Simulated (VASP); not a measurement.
Runs of VASP 6.6.1 on GaSb. The structure is that of space group F-43m (No. 216), or close to it. The cells are those of the table. 

```tsv
task	level	spin	cell	k mesh	smearing	k mesh for the DOS	occupations for the DOS	gap on the mesh (eV)	pressure (GPa)
single point	r2SCAN	off	a = 4.394 Å, angles 60.0°, 2 atoms	12 × 12 × 12	gaussian 0.1 eV	-	-	0.10	-1.9
single point	PBE	off	a = 4.090 Å, angles 60.0°, 2 atoms	12 × 12 × 12	fermi-dirac 0.15 eV	-	-	0.57	16.1
single point	PBE	off	a = 4.394 Å, angles 60.0°, 2 atoms	18 × 18 × 18	gaussian 0.15 eV	-	-	none	0.1
single point	PBE	off	a = 4.395 Å, angles 60.0°, 2 atoms	12 × 12 × 12	fermi-dirac 0.15 eV	-	-	none	0.1
single point	PBE	off	a = 4.536 Å, angles 60.0°, 2 atoms	12 × 12 × 12	gaussian 0.1 eV	-	-	none	-3.3
single point	PBE	off	a = 4.284 Å, angles 60.0°, 2 atoms	12 × 12 × 12	gaussian 0.1 eV	-	-	0.25	(a)
single point	PBE	off	a = 4.143 Å, angles 60.0°, 2 atoms	12 × 12 × 12	fermi-dirac 0.15 eV	-	-	0.65	12.1
single point	PBE	off	a = 4.258 Å, angles 60.0°, 2 atoms	12 × 12 × 12	gaussian 0.1 eV	-	-	0.38	5.4
single point	PBE	non-collinear, zero start, SOC	a = 4.394 Å, angles 60.0°, 2 atoms	12 × 12 × 12	gaussian 0.1 eV	-	-	-	0.1
single point	PBE	off	a = 4.295 Å, angles 60.0°, 2 atoms	12 × 12 × 12	gaussian 0.1 eV	-	-	0.19	(b)
```

Alike in all rows: potentials or basis VASP PAW PBE potentials, release 64 (Ga_d, Sb); cutoff (eV) 520.

Estimate the missing entries.

(a) 4.2; (b) 3.7.

Caveats: spin-orbit coupling is left out, which moves the levels of the heavy elements (some runs); the PAW data sets were made with another functional, which shifts forces and pressure a little (some runs).

A k mesh can miss the band edges, and rows without SOC leave out spin-orbit coupling on Ga, Sb.

A gap of «none» marks levels without a gap at the run's occupations.
